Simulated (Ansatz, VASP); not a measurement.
Pb in VASP and in Ansatz

```
CELL_PARAMETERS angstrom
3.56309 0.00000 0.00000
-1.78154 3.08573 0.00000
0.00000 0.00000 27.63700
ATOMIC_POSITIONS crystal
Pb 0.83333 0.16667 0.28947
Pb 0.16667 0.83333 0.39473
Pb 0.50000 0.50000 0.50000
Pb 0.83333 0.16667 0.60527
Pb 0.16667 0.83333 0.71053
```

Alike in both runs: task single point; functional PBE; k mesh 12 × 12 × 1; occupations fermi-dirac, width 0.08 eV; no spin polarisation.

|  | VASP | Ansatz |
| --- | --- | --- |
| version | VASP 6.6.1 | Ansatz 0.2.0 |
| potentials or method | VASP PAW PBE potentials, release 64 (Pb_d), cutoff 520 eV | all-electron LAPW, scalar-relativistic |

```tsv
	VASP	Ansatz	Ansatz less VASP
rms of the force components (eV/Å)	0.100	0.100	+0.0003
```

Atom by atom the forces differ by 0.000 eV/Å (rms over components). Ansatz ran all-electron here, and VASP with PAW potentials.

Spin-orbit coupling is off throughout.
